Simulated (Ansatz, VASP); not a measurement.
**YZr2 in VASP and in Ansatz**

```xyz
3
Lattice="2.6809 1.5478 3.0002 -2.6809 1.5478 3.0002 0.0000 -3.0956 3.0002" Properties=species:S:1:pos:R:3 pbc="T T T"
Y     0.0000    0.0000    0.0000
Zr    0.0000    0.0000    5.9557
Zr    0.0000    0.0000    3.0448
```

Alike in both runs: task single point; functional PBE; dispersion D3(BJ); k mesh 6 × 6 × 6; occupations gaussian, width 0.1 eV; collinear spin.

```csv
,VASP,Ansatz
version,VASP 6.6.1,Ansatz 0.2.0
potentials or method,"VASP PAW PBE potentials, release 64 (Y_sv, Zr_sv), cutoff 520 eV","scalar-relativistic, plane waves, PAW"
valence electrons in the cell,35,35
```

VASP gave:

| Property | Result |
| --- | --- |
| gap on the k mesh at the Fermi level (eV) | none |
| pressure (GPa) | 0.0 |
| rms of the force components (eV/Å) | 0.008 |
| net moment per atom (μB) | 0.00 |

Question: Estimate Ansatz's values.

Answer: gap on the k mesh at the Fermi level (eV): none; pressure (GPa): 0.0; rms of the force components (eV/Å): 0.004; net moment per atom (μB): 0.00.

Atom by atom the forces differ by 0.004 eV/Å (rms over components). A gap of «none» marks a metal or a gap that the smearing closes. Ansatz's warnings: seeded moment not kept.
